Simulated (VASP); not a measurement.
# ZnS in VASP: further runs

Runs on ZnS. Level: PBE. Tasks: single point.

Program: VASP 6.6.1. These are calculated values, not measurements. Logs are shortened: lines on timing, memory, paths and dates and some standing lists are left out, and cuts for length are marked.

**1. The cell of the first run**

It takes space group F-43m (No. 216, cubic). The conventional cell has a = 5.525 Å, b = 5.525 Å, c = 5.525 Å, α = 90.00°, β = 90.00°, γ = 90.00°. Within 3.2 Å of Zn (site symmetry -43m) lie 4 S at 2.39 Å. S (site symmetry -43m) has 4 Zn at 2.39 Å within 3.2 Å.

**2. Single point, PBE (strain +0.015 along x and y, +0.015 along z)**

Input file INCAR:

```
SYSTEM = ZnS
PREC = Accurate ; ENCUT = 520
EDIFF = 1E-7 ; ISMEAR = 0
SIGMA = 0.05 ; LREAL = .False.
LASPH = .True. ; NELM = 100
ALGO = Normal ; ISIF = 2
LWAVE = .False. ; LCHARG = .False.
GGA = PE ; NBANDS = 16
```

Input file KPOINTS:

```
regular mesh
0
Gamma
  8 8 8
  0 0 0
```

Input file POSCAR:

```
ZnS
1.0
    0.0000000000      2.7623874444      2.7623874444
    2.7623874444      0.0000000000      2.7623874444
    2.7623874444      2.7623874444      0.0000000000
Zn S
1 1
Direct
    0.0000000000      0.0000000000      0.0000000000
    0.7500000000      0.7500000000      0.7500000000
```

Potentials or basis: VASP PAW PBE potentials, release 64 (Zn, S).

Launch:

```bash
$ cat potpaw_PBE.64/Zn/POTCAR potpaw_PBE.64/S/POTCAR > POTCAR
$ mpirun -np 1 vasp_std > vasp.out
```

OUTCAR:

```text
SYSTEM = ZnS
   PREC = Accurate
   ENCUT = 520
   EDIFF = 1E-7
   ISMEAR = 0
   LREAL = .False.
   LASPH = .True.
   NELM = 100
   ISIF = 2
   GGA = PE

 ion  position               nearest neighbor table
   1  0.000  0.000  0.000-   2 2.39   2 2.39   2 2.39   2 2.39
   2  0.750  0.750  0.750-   1 2.39   1 2.39   1 2.39   1 2.39

  LATTYP: Found a face centered cubic cell.
 ALAT       =     5.5247748888

  Lattice vectors:

 A1 = (   0.0000000000,   2.7623874444,   2.7623874444)
 A2 = (   2.7623874444,   0.0000000000,   2.7623874444)
 A3 = (   2.7623874444,   2.7623874444,   0.0000000000)

Analysis of symmetry for initial positions (statically):
[... 5 lines left out ...]
 face centered cubic supercell.

 Subroutine GETGRP returns: Found 24 space group operations
 (whereof 24 operations were pure point group operations)
 out of a pool of 48 trial point group operations.

The static configuration has the point symmetry T_d .

Analysis of symmetry for dynamics (positions and initial velocities):
[... 5 lines left out ...]
 face centered cubic supercell.

 Subroutine GETGRP returns: Found 24 space group operations
 (whereof 24 operations were pure point group operations)
 out of a pool of 48 trial point group operations.

The dynamic configuration has the point symmetry T_d .

 Subroutine INISYM returns: Found 24 space group operations
 (whereof 24 operations are pure point group operations),
 and found     1 'primitive' translations

----------------------------------------------------------------------------------------

                                     Primitive cell

  volume of cell :      42.1584

  direct lattice vectors                    reciprocal lattice vectors
     0.000000000  2.762387444  2.762387444    -0.181002850  0.181002850  0.181002850
     2.762387444  0.000000000  2.762387444     0.181002850 -0.181002850  0.181002850
     2.762387444  2.762387444  0.000000000     0.181002850  0.181002850 -0.181002850

  length of vectors
     3.906605788  3.906605788  3.906605788     0.313506132  0.313506132  0.313506132

  position of ions in fractional coordinates (direct lattice)
     0.000000000  0.000000000  0.000000000
     0.750000000  0.750000000  0.750000000

  ion indices of the primitive-cell ions
   primitive index   ion index
                 1           1
                 2           2

----------------------------------------------------------------------------------------

 KPOINTS: regular mesh

Automatic generation of k-mesh.
 Grid dimensions read from file:
 generate k-points for:    8    8    8

 Generating k-lattice:

  Cartesian coordinates                     Fractional coordinates (reciprocal lattice)
    -0.022625356  0.022625356  0.022625356     0.125000000  0.000000000  0.000000000
     0.022625356 -0.022625356  0.022625356     0.000000000  0.125000000  0.000000000
     0.022625356  0.022625356 -0.022625356     0.000000000  0.000000000  0.125000000

  Length of vectors
     0.039188267  0.039188267  0.039188267

  Shift w.r.t. Gamma in fractional coordinates (k-lattice)
     0.000000000  0.000000000  0.000000000

 Subroutine IBZKPT returns following result:
 ===========================================

 Found     29 irreducible k-points:

 Following reciprocal coordinates:
            Coordinates               Weight
  0.000000  0.000000  0.000000      1.000000
  0.125000  0.000000  0.000000      8.000000
  0.250000  0.000000  0.000000      8.000000
  0.375000  0.000000  0.000000      8.000000
  0.500000  0.000000  0.000000      4.000000
  0.125000  0.125000  0.000000      6.000000
[... 16 lines left out ...]
  0.500000  0.250000  0.125000     48.000000
 -0.375000  0.250000  0.125000     24.000000
 [... further k-points ...]
   k-points           NKPTS =     29   k-points in BZ     NKDIM =     29   number of bands    NBANDS=     16
   number of dos      NEDOS =    301   number of ions     NIONS =      2
   total plane-waves  NPLWV =  27000
   dimension x,y,z NGX =    30 NGY =   30 NGZ =   30
   dimension x,y,z NGXF=    60 NGYF=   60 NGZF=   60
   ions per type =               1   1
   NGX,Y,Z   is equivalent  to a cutoff of  12.77, 12.77, 12.77 a.u.
   NGXF,Y,Z  is equivalent  to a cutoff of  25.53, 25.53, 25.53 a.u.
 SYSTEM =  ZnS
   PREC   = accura    normal or accurate (medium, high low for compatibility)
   ISTART =      0    job   : 0-new  1-cont  2-samecut
   ICHARG =      2    charge: 1-file 2-atom 10-const
   ISPIN  =      1    spin polarized calculation?
   LNONCOLLINEAR =      F non collinear calculations
   LSORBIT =      F    spin-orbit coupling
   LASPH  =      T    aspherical Exc in radial PAW
   ENCUT  =  520.0 eV  38.22 Ry    6.18 a.u.   7.26  7.26  7.26*2*pi/ulx,y,z
   NELM   =    100;   NELMIN=  2; NELMDL= -5     # of ELM steps
   EDIFF  = 0.1E-06   stopping-criterion for ELM
   LREAL  =      F    real-space projection
   EDIFFG = 0.1E-05   stopping-criterion for IOM
   NSW    =      0    number of steps for IOM
   IBRION =     -1    ionic relax: 0-MD 1-quasi-New 2-CG
   NFREE  =      0    steps in history (QN), initial steepest desc. (CG)
   ISIF   =      2    stress and relaxation
   ISYM   =      2    0-nonsym 1-usesym 2-fastsym
   POTIM  = 0.5000    time-step for ionic-motion
   TEBEG  =    0.0;   TEEND  =   0.0 temperature during run
   PSTRESS=    0.0 pullay stress
   NELECT =      18.0000    total number of electrons
   NUPDOWN=      -1.0000    fix difference up-down
   EMIN   =  10.00;   EMAX   =-10.00  energy-range for DOS
   EFERMI =   0.00;   METHOD = LEGACY
   ISMEAR =     0;   SIGMA  =   0.05  broadening in eV -4-tet -1-fermi 0-gaus
   EFERMI_NEDOS =   21; number of points for ismear=-14 and -15
   IALGO  =     38    algorithm
   IMIX   =      4    mixing-type and parameters
     AMIX     =   0.40;   BMIX     =  1.00
     AMIX_MAG =   1.60;   BMIX_MAG =  1.00
  volume/ion in A,a.u.               =      21.08       142.25
  Fermi-wavevector in a.u.,A,eV,Ry     =   1.232739  2.329539 20.676026  1.519645
  Thomas-Fermi vector in A             =   2.367497
   LORBIT       =      0    0 simple, 1 ext, 2 COOP (PROOUT), +10 PAW based schemes
   GGA     = PE    functional components
   LHFCALC =     F    Hartree Fock is set to
   AEXX    =    0.0000 exact exchange contribution
   IVDW    =     0    specifies the selected vdW correction
   LEPSILON=     F    determine dielectric tensor
   LRPA    =     F    only Hartree local field effects (RPA)
 non-spin polarized calculation
 Gauss-broadening in eV      SIGMA  =   0.05
  energy-cutoff  :      520.00
  volume of cell :       42.16
 maximum number of plane-waves:      1158
 NGX is ok and might be reduce to    30
   NGX = 15   NGY = 15   NGZ = 15

 number of electron      17.9999990 magnetization

 Free energy of the ion-electron system (eV)
  ---------------------------------------------------
  ext. energy  EPLUGINS =         0.00000000
  ---------------------------------------------------
  free energy    TOTEN  =        -6.83754265 eV

  energy without entropy =       -6.83754265  energy(sigma->0) =       -6.83754265

 E-fermi :   1.7756     XC(G=0):  -9.3214

 val. band max:        1.5127536493   @ k =   0.0000   0.0000   0.0000
 cond. band min:       3.3417003822   @ k =   0.0000   0.0000   0.0000
 fundamental gap:      1.8289467329
 Fermi energy:         1.7755583493

 k-point     1 :       0.0000    0.0000    0.0000
  band No.  band energies     occupation
      1     -11.1881      2.00000
      2      -4.5870      2.00000
      3      -4.5870      2.00000
      4      -4.5870      2.00000
      5      -4.1641      2.00000
      6      -4.1641      2.00000
[... 8 lines left out ...]
     15      13.1933      0.00000
     16      13.1933      0.00000

 k-point     2 :       0.1250    0.0000    0.0000
  band No.  band energies     occupation
      1     -11.0846      2.00000
      2      -4.5806      2.00000
      3      -4.5689      2.00000
      4      -4.5689      2.00000
      5      -4.1654      2.00000
      6      -4.1654      2.00000
[... 8 lines left out ...]
     15      12.6287      0.00000
     16      13.8135      0.00000

 k-point     3 :       0.2500    0.0000    0.0000
  band No.  band energies     occupation
      1     -10.8159      2.00000
      2      -4.5291      2.00000
      3      -4.5291      2.00000
      4      -4.5228      2.00000
      5      -4.1626      2.00000
      6      -4.1626      2.00000
[... 8 lines left out ...]
     15      12.4284      0.00000
     16      13.5267      0.00000

 k-point     4 :       0.3750    0.0000    0.0000
  band No.  band energies     occupation
      1     -10.5147      2.00000
      2      -4.4974      2.00000
      3      -4.4974      2.00000
      4      -4.3103      2.00000
      5      -4.1486      2.00000
      6      -4.1486      2.00000
[... 8 lines left out ...]
     15      13.4607      0.00000
     16      13.4607      0.00000

 k-point     5 :       0.5000    0.0000    0.0000
  band No.  band energies     occupation
      1     -10.3780      2.00000
      2      -4.4873      2.00000
      3      -4.4873      2.00000
      4      -4.1388      2.00000
      5      -4.1388      2.00000
      6      -3.9849      2.00000
[... 8 lines left out ...]
     15      14.7430      0.00000
     16      14.7430      0.00000

 k-point     6 :       0.1250    0.1250    0.0000
  band No.  band energies     occupation
      1     -11.0500      2.00000
      2      -4.5980      2.00000
      3      -4.5529      2.00000
      4      -4.5529      2.00000
      5      -4.1775      2.00000
      6      -4.1549      2.00000
[... 8 lines left out ...]
     15      13.3913      0.00000
     16      14.2636      0.00000
[... 267 lines left out ...]
 k-point    21 :       0.5000    0.5000    0.0000
  band No.  band energies     occupation
      1     -10.1069      2.00000
      2      -4.5623      2.00000
      3      -4.2947      2.00000
      4      -4.2947      2.00000
      5      -4.1014      2.00000
      6      -3.9715      2.00000
[... 8 lines left out ...]
     15      15.1292      0.00000
     16      15.8279      0.00000

 k-point    22 :       0.3750    0.2500    0.1250
  band No.  band energies     occupation
      1     -10.6065      2.00000
      2      -4.5440      2.00000
      3      -4.4706      2.00000
      4      -4.4420      2.00000
      5      -4.1808      2.00000
      6      -4.1321      2.00000
[... 8 lines left out ...]
     15      14.1175      0.00000
     16      16.1629      0.00000

 k-point    23 :       0.5000    0.2500    0.1250
  band No.  band energies     occupation
      1     -10.3560      2.00000
      2      -4.4801      2.00000
      3      -4.4429      2.00000
      4      -4.3003      2.00000
      5      -4.1471      2.00000
      6      -4.0927      2.00000
[... 8 lines left out ...]
     15      14.9308      0.00000
     16      15.5730      0.00000

 k-point    24 :      -0.3750    0.2500    0.1250
  band No.  band energies     occupation
      1     -10.2448      2.00000
      2      -4.4700      2.00000
      3      -4.4260      2.00000
      4      -4.2011      2.00000
      5      -4.1522      2.00000
      6      -3.9277      2.00000
[... 8 lines left out ...]
     15      14.7204      0.00000
     16      15.4712      0.00000

 [... further k-points ...]
[... 5 lines left out ...]
  --------------------------------------------------------------------------------------
  -------------------------------------------------------------------------------------
  Total       -0.7009981     -0.7009981     -0.7009981     -0.0000000      0.0000000      0.0000000
  in kB      -26.6405788    -26.6405788    -26.6405788     -0.0000000      0.0000000      0.0000000
  external PRESSURE =     -26.6405788 kB  Pullay stress =       0.0000000 kB

 VOLUME and BASIS-vectors are now :
 -----------------------------------------------------------------------------
  energy-cutoff  :      520.00
  volume of cell :       42.16
      direct lattice vectors                 reciprocal lattice vectors
     0.000000000  2.762387444  2.762387444    -0.181002850  0.181002850  0.181002850
     2.762387444  0.000000000  2.762387444     0.181002850 -0.181002850  0.181002850
     2.762387444  2.762387444  0.000000000     0.181002850  0.181002850 -0.181002850

 POSITION                                       TOTAL-FORCE (eV/Angst)
 -----------------------------------------------------------------------------------
      0.00000      0.00000      0.00000         0.000000      0.000000      0.000000
      4.14358      4.14358      4.14358        -0.000000     -0.000000     -0.000000
 -----------------------------------------------------------------------------------
    total drift:                                0.000000      0.000000      0.000000

  FREE ENERGIE OF THE ION-ELECTRON SYSTEM (eV)
  ---------------------------------------------------
  free  energy   TOTEN  =        -6.8375426496 eV

  energy  without entropy=       -6.8375426496  energy(sigma->0) =       -6.83754265
```

It took 10 s on 1 thread of Intel Xeon 6975P-C (Granite Rapids), shared host; peak memory 0.17 GiB.

What came out:

```yaml
Free_energy: -6.8375 eV
Pressure: -2.7 GPa
Band_gap_on_the_k_mesh: 1.83 eV, direct
```

Caveat: the cell differs from its parent crystal (strain +0.015 along x and y, +0.015 along z).

**3. Single point, PBE (strain +0.030 along x and y, +0.030 along z)**

Input file INCAR:

```
PREC = Accurate
ENCUT = 520
EDIFF = 1E-7
ISMEAR = 0
SIGMA = 0.05
LREAL = F
LASPH = T
NELM = 100
ALGO = Normal
ISIF = 2
LWAVE = F
LCHARG = F
GGA = PE
NBANDS = 16
```

Input file KPOINTS:

```
regular mesh
0
Gamma
  8 8 8
```

Input file POSCAR:

```
ZnS
1.0
    0.0000000000      2.8032109041      2.8032109041
    2.8032109041      0.0000000000      2.8032109041
    2.8032109041      2.8032109041      0.0000000000
Zn S
1 1
Direct
    0.0000000000      0.0000000000      0.0000000000
    0.7500000000      0.7500000000      0.7500000000
```

Potentials or basis: VASP PAW PBE potentials, release 64 (Zn, S).

Launch:

```bash
$ cat potpaw_PBE.64/Zn/POTCAR potpaw_PBE.64/S/POTCAR > POTCAR
$ mpirun -np 1 vasp_std > vasp.out
```

It took 10 s on 1 thread of Intel Xeon 6975P-C (Granite Rapids), shared host; peak memory 0.17 GiB.

It converged, with:

```yaml
Free_energy: -6.7922 eV
Pressure: -4.9 GPa
Band_gap_on_the_k_mesh: 1.65 eV, direct
```

Levels at points of the mesh, in eV from the valence-band top:
| k point | band 7 | band 8 | band 9 | band 10 | band 11 | band 12 |
| --- | --- | --- | --- | --- | --- | --- |
| (0.00, 0.00, 0.00) | 0.00 | 0.00 | 0.00 | 1.65 | 6.44 | 6.44 |
| (0.50, 0.00, 0.00) | -4.61 | -0.72 | -0.72 | 3.08 | 6.96 | 6.96 |
| (0.50, 0.50, 0.00) | -4.14 | -1.85 | -1.85 | 3.63 | 4.03 | 10.26 |

Caveat: the cell differs from its parent crystal (strain +0.030 along x and y, +0.030 along z).

**4. Single point, PBE (strain -0.030 along x and y, +0.000 along z)**

Input file INCAR:

```
ALGO = Normal
EDIFF = 1E-7
ENCUT = 520
GGA = PE
ISIF = 2
ISMEAR = 0
LASPH = T
LCHARG = F
LREAL = F
LWAVE = F
NBANDS = 16
NELM = 100
PREC = Accurate
SIGMA = 0.05
```

Input file KPOINTS:

```
k-points
0
Gamma
  8 8 8
```

Input file POSCAR:

```
ZnS
1.0
    0.0000000000      2.6399170651      2.7215639846
    2.6399170651      0.0000000000      2.7215639846
    2.6399170651      2.6399170651      0.0000000000
Zn S
1 1
Direct
    0.0000000000      0.0000000000      0.0000000000
    0.7500000000      0.7500000000      0.7500000000
```

Launch:

```bash
$ cat potpaw_PBE.64/Zn/POTCAR potpaw_PBE.64/S/POTCAR > POTCAR
$ mpirun -np 1 vasp_std > vasp.out
```

It took 15 s on 1 thread of Intel Xeon 6975P-C (Granite Rapids), shared host; peak memory 0.17 GiB.

It converged, with:

```
Free energy            : -6.8121 eV
Pressure               : 5.0 GPa
Band gap on the k mesh : 2.25 eV, direct
```

Stress tensor (GPa, compression positive):
```
5.44 0.00 0.00
0.00 5.44 0.00
0.00 0.00 4.20
```

Levels at points of the mesh, in eV from the valence-band top:
```csv
k point,band 6,band 7,band 8,band 9,band 10,band 11,band 12,band 13
"(0.00, 0.00, 0.00)",-5.99,-0.12,0.00,0.00,2.25,6.33,6.34,6.34
"(0.50, 0.00, 0.00)",-5.79,-5.58,-1.05,-0.87,3.33,6.75,7.00,8.99
"(0.50, 0.50, 0.00)",-5.80,-4.87,-2.29,-2.29,3.39,4.23,10.99,12.24
"(0.50, 0.00, 0.50)",-5.75,-4.69,-2.49,-2.42,3.22,3.93,11.33,12.02
```

Caveat: the cell differs from its parent crystal (strain -0.030 along x and y, +0.000 along z).

**5. Summary**

```csv
cell,gap on the mesh (eV),pressure (GPa)
"a = 3.907 Å, angles 60.0°, 2 atoms",1.83,-2.7
"a = 3.964 Å, angles 60.0°, 2 atoms",1.65,-4.9
"a = 3.792, b = 3.792, c = 3.733 Å, angles 60.5, 60.5, 59.0°, 2 atoms",2.25,5.0
```

Alike in all rows: task single point; level PBE; potentials or basis VASP PAW PBE potentials, release 64 (Zn, S); no spin polarisation; k mesh 8 × 8 × 8; cutoff (eV) 520; smearing gaussian 0.05 eV.

Absolute energies hang on the potentials; compare differences alone.
